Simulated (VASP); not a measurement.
Input of a VASP 6.6.1 run:

The input POSCAR:

```
Ge
1.0
    3.9975860000      0.0000000000      0.0000000000
   -1.9987930000      3.4620110000      0.0000000000
    0.0000000000      0.0000000000      6.5993780000
Ge
4
Direct
    0.6666666667      0.3333333333      0.0629010000
    0.3333333333      0.6666666667      0.5629010000
    0.6666666667      0.3333333333      0.4370990000
    0.3333333333      0.6666666667      0.9370990000
```

Contents of INCAR.step1:

```
SYSTEM = Ge
PREC = Accurate
ENCUT = 520
ISMEAR = 1
SIGMA = 0.1
LREAL = .FALSE.
LASPH = .TRUE.
NELM = 60
NBANDS = 36
GGA = PE
ALGO = Normal
EDIFF = 1E-4
LWAVE = .TRUE.
LCHARG = .FALSE.
```

Contents of INCAR.step2:

```
SYSTEM = Ge
PREC = Accurate
ENCUT = 520
EDIFF = 1E-6
ISMEAR = 1
SIGMA = 0.1
LREAL = .FALSE.
LASPH = .TRUE.
NELM = 60
ALGO = Normal
ISIF = 2
LWAVE = .FALSE.
LCHARG = .FALSE.
METAGGA = R2SCAN
LMIXTAU = .TRUE.
IVDW = 12
VDW_S6 = 1.0
VDW_S8 = 0.78981345
VDW_A1 = 0.49484001
VDW_A2 = 5.73083694
NBANDS = 36
ISTART = 1
```

File KPOINTS:

```
Automatic mesh
0
G
  6 6 3
  0 0 0
```

Potentials or basis: VASP PAW PBE potentials, release 64 (Ge_d).

Launch:

```console
$ cat potpaw_PBE.64/Ge_d/POTCAR > POTCAR
$ cp INCAR.step1 INCAR
$ mpirun -np 1 vasp_std > vasp.out
$ cp INCAR.step2 INCAR
$ mpirun -np 1 vasp_std > vasp.out
```

Task: What does it give for the largest force?

Result: 0.012 eV/Å.

Task: Predict the dispersion energy per atom.

Result: -0.138 eV.

Task: What does it give for the pressure?

Result: -0.9 GPa.

Stress tensor (GPa, compression positive):
```
-0.84  0.00  0.00
 0.00 -0.84  0.00
 0.00  0.00 -1.03
```

Caveat: three body term missing; the PAW data sets were made with another functional, which shifts forces and pressure a little.
